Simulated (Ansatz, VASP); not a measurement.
Mo3H in VASP and in Ansatz

```
CELL_PARAMETERS angstrom
3.88987 0.00000 0.00000
0.00000 3.88987 0.00000
0.00000 0.00000 3.88987
ATOMIC_POSITIONS crystal
H 0.50000 0.50000 0.50000
Mo 0.00000 0.50000 0.50000
Mo 0.50000 0.00000 0.50000
Mo 0.50000 0.50000 0.00000
```

Alike in both runs: functional PBE; k mesh 5 × 5 × 5; occupations gaussian, width 0.2 eV; no spin polarisation.

Ansatz relaxed the structure, and its values are those at the end. VASP's run is a single point on that final structure, the one shown.

|  | VASP | Ansatz |
| --- | --- | --- |
| version | VASP 6.6.1 | Ansatz 0.2.0 |
| potentials or method | VASP PAW PBE potentials, release 64 (H, Mo_sv), cutoff 520 eV | scalar-relativistic, plane waves, PAW |
| valence electrons in the cell | 43 | 43 |

VASP gave:

| Quantity | Value |
| --- | --- |
| gap on the k mesh at the Fermi level (eV) | none |
| pressure (GPa) | 0.4 |

Q: Estimate Ansatz's values.

A: gap on the k mesh at the Fermi level (eV): none; pressure (GPa): 0.1.

A gap of «none» marks a metal or a gap that the smearing closes.
